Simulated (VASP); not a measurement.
# V (Im-3m) in VASP: further runs

V is run at these levels: PBE; tasks: single point.

Everything below comes from runs of VASP 6.6.1. Logs are shortened: lines on timing, memory, paths and dates and some standing lists are left out, and cuts for length are marked.

## 1. The cell of the first run

It takes space group Im-3m (No. 229, cubic). The conventional cell has a = 3.029 Å, b = 3.029 Å, c = 3.029 Å, α = 90.00°, β = 90.00°, γ = 90.00°. V (site symmetry m-3m) has 14 V at 2.62 to 3.03 Å within 3.5 Å.

## 2. Single point, PBE, collinear spin, ferromagnetic start

INCAR reads:

```
PREC     = Accurate       # precision mode
ENCUT    = 520            # plane-wave cutoff, eV
EDIFF    = 1E-7           # SCF threshold, eV
ISMEAR   = 0              # smearing method
SIGMA    = 0.017          # smearing width, eV
LREAL    = F              # projectors in reciprocal space
LASPH    = T              # aspherical terms in the spheres
NELM     = 150            # most SCF steps
ALGO     = Fast           # electronic algorithm
ISIF     = 2              # what is computed and relaxed
LWAVE    = F              # write WAVECAR
LCHARG   = F              # write CHGCAR
ISPIN    = 2              # spin polarisation
MAGMOM   = 2              # initial moments
LORBIT   = 11             # projections on sites
LMAXMIX  = 4              # l up to which the mixer works
GGA      = PE             # functional
NBANDS   = 16             # bands
```

KPOINTS reads:

```
Automatic mesh
0
Gamma
  12 12 12
```

POSCAR reads:

```
V
1.0
   -1.5143500000      1.5143500000      1.5143500000
    1.5143500000     -1.5143500000      1.5143500000
    1.5143500000      1.5143500000     -1.5143500000
V
1
Direct
    0.0000000000      0.0000000000      0.0000000000
```

Potentials or basis: VASP PAW PBE potentials, release 64 (V_sv).

Command:

```bash
> cat potpaw_PBE.64/V_sv/POTCAR > POTCAR
> mpirun -np 1 vasp_std > vasp.out
```

OUTCAR:

```text
PREC = Accurate
   ENCUT = 520
   EDIFF = 1E-7
   ISMEAR = 0
   LREAL = F
   LASPH = T
   NELM = 150
   ISIF = 2
   ISPIN = 2
   LORBIT = 11
   GGA = PE

 ion  position               nearest neighbor table
   1  0.000  0.000  0.000-

  LATTYP: Found a body centered cubic cell.
 ALAT       =     3.0287000000

  Lattice vectors:

 A1 = (  -1.5143500000,   1.5143500000,   1.5143500000)
 A2 = (   1.5143500000,  -1.5143500000,   1.5143500000)
 A3 = (   1.5143500000,   1.5143500000,  -1.5143500000)

Analysis of symmetry for initial positions (statically):
=====================================================================
 Subroutine PRICEL returns:
 Original cell was already a primitive cell.

 Routine SETGRP: Setting up the symmetry group for a
 body centered cubic supercell.

 Subroutine GETGRP returns: Found 48 space group operations
 (whereof 48 operations were pure point group operations)
 out of a pool of 48 trial point group operations.

The static configuration has the point symmetry O_h .

Analysis of symmetry for dynamics (positions and initial velocities):
=====================================================================
 Subroutine PRICEL returns:
 Original cell was already a primitive cell.

 Routine SETGRP: Setting up the symmetry group for a
 body centered cubic supercell.

 Subroutine GETGRP returns: Found 48 space group operations
 (whereof 48 operations were pure point group operations)
 out of a pool of 48 trial point group operations.

The dynamic configuration has the point symmetry O_h .

Analysis of structural, dynamic, and magnetic symmetry:
=====================================================================
 Subroutine PRICEL returns:
 Original cell was already a primitive cell.

 Routine SETGRP: Setting up the symmetry group for a
 body centered cubic supercell.

 Subroutine GETGRP returns: Found 48 space group operations
 (whereof 48 operations were pure point group operations)
 out of a pool of 48 trial point group operations.

The overall configuration has the point symmetry O_h .

 Subroutine INISYM returns: Found 48 space group operations
 (whereof 48 operations are pure point group operations),
 and found     1 'primitive' translations

----------------------------------------------------------------------------------------

                                     Primitive cell

  volume of cell :      13.8912

  direct lattice vectors                    reciprocal lattice vectors
    -1.514350000  1.514350000  1.514350000     0.000000000  0.330174662  0.330174662
     1.514350000 -1.514350000  1.514350000     0.330174662  0.000000000  0.330174662
     1.514350000  1.514350000 -1.514350000     0.330174662  0.330174662  0.000000000

  length of vectors
     2.622931140  2.622931140  2.622931140     0.466937486  0.466937486  0.466937486

  position of ions in fractional coordinates (direct lattice)
     0.000000000  0.000000000  0.000000000

  ion indices of the primitive-cell ions
   primitive index   ion index
                 1           1

----------------------------------------------------------------------------------------

 KPOINTS: Automatic mesh

Automatic generation of k-mesh.
 Grid dimensions read from file:
 generate k-points for:   12   12   12

 Generating k-lattice:

  Cartesian coordinates                     Fractional coordinates (reciprocal lattice)
     0.000000000  0.027514555  0.027514555     0.083333333  0.000000000  0.000000000
     0.027514555  0.000000000  0.027514555     0.000000000  0.083333333  0.000000000
     0.027514555  0.027514555  0.000000000     0.000000000  0.000000000  0.083333333

  Length of vectors
     0.038911457  0.038911457  0.038911457

  Shift w.r.t. Gamma in fractional coordinates (k-lattice)
     0.000000000  0.000000000  0.000000000

 Subroutine IBZKPT returns following result:
 ===========================================

 Found     72 irreducible k-points:

 Following reciprocal coordinates:
            Coordinates               Weight
  0.000000  0.000000  0.000000      1.000000
  0.083333  0.000000  0.000000     12.000000
  0.166667  0.000000  0.000000     12.000000
  0.250000  0.000000  0.000000     12.000000
  0.333333  0.000000  0.000000     12.000000
  0.416667  0.000000  0.000000     12.000000
[... 16 lines left out ...]
  0.333333  0.083333  0.083333     24.000000
  0.416667  0.083333  0.083333     12.000000
 [... further k-points ...]
   k-points           NKPTS =     72   k-points in BZ     NKDIM =     72   number of bands    NBANDS=     16
   number of dos      NEDOS =    301   number of ions     NIONS =      1
   total plane-waves  NPLWV =   8000
   dimension x,y,z NGX =    20 NGY =   20 NGZ =   20
   dimension x,y,z NGXF=    40 NGYF=   40 NGZF=   40
   ions per type =               1
   NGX,Y,Z   is equivalent  to a cutoff of  12.68, 12.68, 12.68 a.u.
   NGXF,Y,Z  is equivalent  to a cutoff of  25.35, 25.35, 25.35 a.u.
 SYSTEM =  unknown system
   PREC   = accura    normal or accurate (medium, high low for compatibility)
   ISTART =      0    job   : 0-new  1-cont  2-samecut
   ICHARG =      2    charge: 1-file 2-atom 10-const
   ISPIN  =      2    spin polarized calculation?
   LNONCOLLINEAR =      F non collinear calculations
   LSORBIT =      F    spin-orbit coupling
   LASPH  =      T    aspherical Exc in radial PAW
   ENCUT  =  520.0 eV  38.22 Ry    6.18 a.u.   4.88  4.88  4.88*2*pi/ulx,y,z
   NELM   =    150;   NELMIN=  2; NELMDL= -5     # of ELM steps
   EDIFF  = 0.1E-06   stopping-criterion for ELM
   LREAL  =      F    real-space projection
   EDIFFG = 0.1E-05   stopping-criterion for IOM
   NSW    =      0    number of steps for IOM
   IBRION =     -1    ionic relax: 0-MD 1-quasi-New 2-CG
   NFREE  =      0    steps in history (QN), initial steepest desc. (CG)
   ISIF   =      2    stress and relaxation
   ISYM   =      2    0-nonsym 1-usesym 2-fastsym
   POTIM  = 0.5000    time-step for ionic-motion
   TEBEG  =    0.0;   TEEND  =   0.0 temperature during run
   PSTRESS=    0.0 pullay stress
   NELECT =      13.0000    total number of electrons
   NUPDOWN=      -1.0000    fix difference up-down
   EMIN   =  10.00;   EMAX   =-10.00  energy-range for DOS
   EFERMI =   0.00;   METHOD = LEGACY
   ISMEAR =     0;   SIGMA  =   0.02  broadening in eV -4-tet -1-fermi 0-gaus
   EFERMI_NEDOS =   21; number of points for ismear=-14 and -15
   IALGO  =     68    algorithm
   IMIX   =      4    mixing-type and parameters
     AMIX     =   0.40;   BMIX     =  1.00
     AMIX_MAG =   1.60;   BMIX_MAG =  1.00
  volume/ion in A,a.u.               =      13.89        93.74
  Fermi-wavevector in a.u.,A,eV,Ry     =   1.601313  3.026044 34.888125  2.564205
  Thomas-Fermi vector in A             =   2.698311
   LORBIT       =     11    0 simple, 1 ext, 2 COOP (PROOUT), +10 PAW based schemes
   GGA     = PE    functional components
   LHFCALC =     F    Hartree Fock is set to
   AEXX    =    0.0000 exact exchange contribution
   IVDW    =     0    specifies the selected vdW correction
   LEPSILON=     F    determine dielectric tensor
   LRPA    =     F    only Hartree local field effects (RPA)
 spin polarized calculation
 RMM-DIIS sequential band-by-band and
 Gauss-broadening in eV      SIGMA  =   0.02
  energy-cutoff  :      520.00
  volume of cell :       13.89
 maximum number of plane-waves:       384
   NGX =  9   NGY =  9   NGZ =  9

 number of electron      12.9999997 magnetization       0.1245391

 Free energy of the ion-electron system (eV)
  ---------------------------------------------------
  ext. energy  EPLUGINS =         0.00000000
  ---------------------------------------------------
  free energy    TOTEN  =        -8.97820470 eV

  energy without entropy =       -8.97793667  energy(sigma->0) =       -8.97807069

 E-fermi :   9.2884     XC(G=0): -12.7397

 val. band max:        9.2780932369   @ k =   0.3333   0.1667  -0.0000
 cond. band min:       9.2896503401   @ k =  -0.2500   0.2500   0.1667
 fundamental gap:      0.0115571032
 Fermi energy:         9.2884084672

 spin component 1

 k-point     1 :       0.0000    0.0000    0.0000
  band No.  band energies     occupation
      1     -54.4888      1.00000
      2     -27.8362      1.00000
      3     -27.8362      1.00000
      4     -27.8362      1.00000
      5       2.7784      1.00000
      6       9.6664      0.00000
[... 8 lines left out ...]
     15      36.3377      0.00000
     16      40.3328      0.00000

 k-point     2 :       0.0833    0.0000    0.0000
  band No.  band energies     occupation
      1     -54.4773      1.00000
      2     -27.8929      1.00000
      3     -27.8536      1.00000
      4     -27.8365      1.00000
      5       3.0496      1.00000
      6       9.5543      0.00000
[... 8 lines left out ...]
     15      36.7607      0.00000
     16      37.9779      0.00000
[... 387 lines left out ...]
      5       6.6308      1.00000
      6       8.1816      1.00000
[... 8 lines left out ...]
     15      37.8241      0.00000
     16      39.0231      0.00000

 k-point    24 :       0.4167    0.0833    0.0833
  band No.  band energies     occupation
      1     -54.3108      1.00000
      2     -28.5946      1.00000
      3     -28.1294      1.00000
      4     -27.8939      1.00000
      5       6.6482      1.00000
      6       8.1085      1.00000
[... 8 lines left out ...]
     15      38.0228      0.00000
     16      38.4684      0.00000

 [... further k-points ...]

 spin component 2

 k-point     1 :       0.0000    0.0000    0.0000
  band No.  band energies     occupation
      1     -54.3893      1.00000
      2     -27.7373      1.00000
      3     -27.7373      1.00000
      4     -27.7373      1.00000
      5       2.8431      1.00000
      6       9.7862      0.00000
[... 8 lines left out ...]
     15      36.3656      0.00000
     16      41.0333      0.00000

 k-point     2 :       0.0833    0.0000    0.0000
  band No.  band energies     occupation
      1     -54.3778      1.00000
      2     -27.7941      1.00000
      3     -27.7548      1.00000
      4     -27.7377      1.00000
      5       3.1144      1.00000
      6       9.6735      0.00000
[... 8 lines left out ...]
     15      36.8023      0.00000
     16      38.0751      0.00000
[... 387 lines left out ...]
      5       6.7135      1.00000
      6       8.2927      1.00000
[... 8 lines left out ...]
     15      37.9024      0.00000
     16      39.0956      0.00000

 k-point    24 :       0.4167    0.0833    0.0833
  band No.  band energies     occupation
      1     -54.2112      1.00000
      2     -28.4961      1.00000
      3     -28.0304      1.00000
      4     -27.7953      1.00000
      5       6.7329      1.00000
      6       8.2196      1.00000
[... 8 lines left out ...]
     15      38.0990      0.00000
     16      38.5417      0.00000

 [... further k-points ...]
[... 5 lines left out ...]
  --------------------------------------------------------------------------------------
  -------------------------------------------------------------------------------------
  Total       -0.4367129     -0.4367129     -0.4367129      0.0000000      0.0000000     -0.0000000
  in kB      -50.3695214    -50.3695214    -50.3695214      0.0000000      0.0000000     -0.0000000
  external PRESSURE =     -50.3695214 kB  Pullay stress =       0.0000000 kB

 VOLUME and BASIS-vectors are now :
 -----------------------------------------------------------------------------
  energy-cutoff  :      520.00
  volume of cell :       13.89
      direct lattice vectors                 reciprocal lattice vectors
    -1.514350000  1.514350000  1.514350000     0.000000000  0.330174662  0.330174662
     1.514350000 -1.514350000  1.514350000     0.330174662  0.000000000  0.330174662
     1.514350000  1.514350000 -1.514350000     0.330174662  0.330174662  0.000000000

 POSITION                                       TOTAL-FORCE (eV/Angst)
 -----------------------------------------------------------------------------------
      0.00000      0.00000      0.00000        -0.000000     -0.000000      0.000000
 -----------------------------------------------------------------------------------
    total drift:                                0.000000      0.000000      0.000000

  FREE ENERGIE OF THE ION-ELECTRON SYSTEM (eV)
  ---------------------------------------------------
  free  energy   TOTEN  =        -8.9782047030 eV

  energy  without entropy=       -8.9779366673  energy(sigma->0) =       -8.97807069

 total charge

# of ion       s       p       d       tot
------------------------------------------
    1        2.332   6.214   3.051  11.597

 magnetization (x)

# of ion       s       p       d       tot
------------------------------------------
    1        0.001   0.003   0.104   0.108
```

Run time: 39 s. Hardware: 1 thread of Intel Xeon Platinum 8488C (Sapphire Rapids), shared host; peak memory 0.14 GiB.

Results:

```yaml
Free_energy: -8.9782 eV
Pressure: -5.0 GPa
Net_moment: 0.12 μB per cell
Site_moments: V +0.11 μB
Valence_electrons_inside_the_program's_atomic_spheres: V 11.60
```

## 3. Single point, PBE, collinear spin, ferromagnetic start

INCAR reads:

```
SYSTEM = V
ALGO = Normal ; EDIFF = 1E-7
ENCUT = 520 ; GGA = PE
ISIF = 2 ; ISMEAR = 0
ISPIN = 2 ; LASPH = .TRUE.
LCHARG = .FALSE. ; LMAXMIX = 4
LORBIT = 11 ; LREAL = .FALSE.
LWAVE = .FALSE. ; MAGMOM = 2
NBANDS = 16 ; NELM = 150
PREC = Accurate ; SIGMA = 0.018000000000000002
```

KPOINTS reads:

```
k-points
0
G
  12 12 12
  0 0 0
```

POSCAR is that of step 2.

Potentials or basis: VASP PAW PBE potentials, release 64 (V_sv).

Command:

```bash
> cat potpaw_PBE.64/V_sv/POTCAR > POTCAR
> mpirun -np 1 vasp_std > vasp.out
```

It took 39 s on 1 thread of Intel Xeon Platinum 8488C (Sapphire Rapids), shared host; peak memory 0.15 GiB.

Results (log left out):

| Item | Value |
| --- | --- |
| Free energy | -8.9782 eV |
| Pressure | -5.0 GPa |
| Net moment | 0.12 μB per cell |
| Site moments | V +0.11 μB |
| Valence electrons inside the program's atomic spheres | V 11.60 |

Levels at points of the mesh, in eV from the Fermi level:
Spin up:
```tsv
k point	band 4	band 5	band 6	band 7	band 8	band 9
(0.00, 0.00, 0.00)	-37.12	-6.51	0.38	0.38	0.38	2.34
(0.50, 0.00, 0.00)	-37.13	-3.07	-1.09	1.54	2.32	2.67
(0.50, 0.50, 0.50)	-37.68	-2.85	-2.85	3.55	3.55	3.55
```
Spin down:
```tsv
k point	band 2	band 3	band 4	band 5	band 6	band 7	band 8	band 9	band 10	band 11
(0.00, 0.00, 0.00)	-37.03	-37.03	-37.03	-6.45	0.50	0.50	0.50	2.40	2.40	20.31
(0.50, 0.00, 0.00)	-37.84	-37.28	-37.03	-2.99	-0.98	1.60	2.40	2.74	4.04	9.87
(0.50, 0.50, 0.50)	-37.59	-37.59	-37.59	-2.79	-2.79	3.67	3.67	3.67	10.00	10.00
```

[end of part 1 of 2]
